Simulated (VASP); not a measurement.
Write the native input for VASP 6.6.1 that does the following.

```yaml
Task: single point
Functional: PBEsol
Potentials_or_basis: VASP PAW PBE potentials, release 64 (Si, Mo_sv)
Cutoff: 520 eV
k_mesh: 11 × 11 × 9
Occupations: gaussian, width 0.1 eV
Spin: no spin polarisation
Dipole_correction: no
Further_INCAR_settings: ALGO = Normal; EDIFF = 1e-06; NBANDS = 18; ISYM = 0
```

The structure of Si2Mo lies in POSCAR:

```
Si2Mo
1.0
    3.0806203186      0.0000000000      0.0000000000
    0.0000000000      3.0806203186      0.0000000000
   -1.5403101593      1.5403101593      4.0780081066
Si Mo
2 1
Direct
    0.3350596654      0.6649403346      0.6701193309
    0.6649403346      0.3350596654      0.3298806691
    0.0000000000      0.0000000000      0.0000000000
```

One way to write it, as run:

INCAR

```
SYSTEM = Si2Mo
PREC     = Accurate       ! precision mode
ENCUT    = 520            ! plane-wave cutoff, eV
EDIFF    = 1E-6           ! SCF threshold, eV
ISMEAR   = 0              ! smearing method
SIGMA    = 0.1            ! smearing width, eV
LREAL    = .FALSE.        ! projectors in reciprocal space
LASPH    = .TRUE.         ! aspherical terms in the spheres
NELM     = 100            ! most SCF steps
ALGO     = Normal         ! electronic algorithm
ISIF     = 2              ! what is computed and relaxed
LWAVE    = .FALSE.        ! write WAVECAR
LCHARG   = .FALSE.        ! write CHGCAR
GGA      = PS             ! functional
ISYM     = 0            
NBANDS   = 18             ! bands
```

KPOINTS

```
Automatic mesh
0
G
  11 11 9
  0 0 0
```

Potentials or basis: VASP PAW PBE potentials, release 64 (Si, Mo_sv).

Run with:

```console
$ cat potpaw_PBE.64/Si/POTCAR potpaw_PBE.64/Mo_sv/POTCAR > POTCAR
$ mpirun -np 1 vasp_std > vasp.out
```

Results of the run:

| Quantity | Value |
| --- | --- |
| Pressure | 6.7 GPa |
| Largest force | 0.015 eV/Å |
| Band gap on the k mesh | zero (band 11 reaches 13.69 eV, above the bottom of band 12 at 12.66 eV) |

Caveat: the PAW data sets were made with another functional, which shifts forces and pressure a little.

It took 86 s on 1 thread of Intel(R) Xeon(R) 6975P-C (Granite Rapids), on a shared host, peak memory 0.44 GiB.
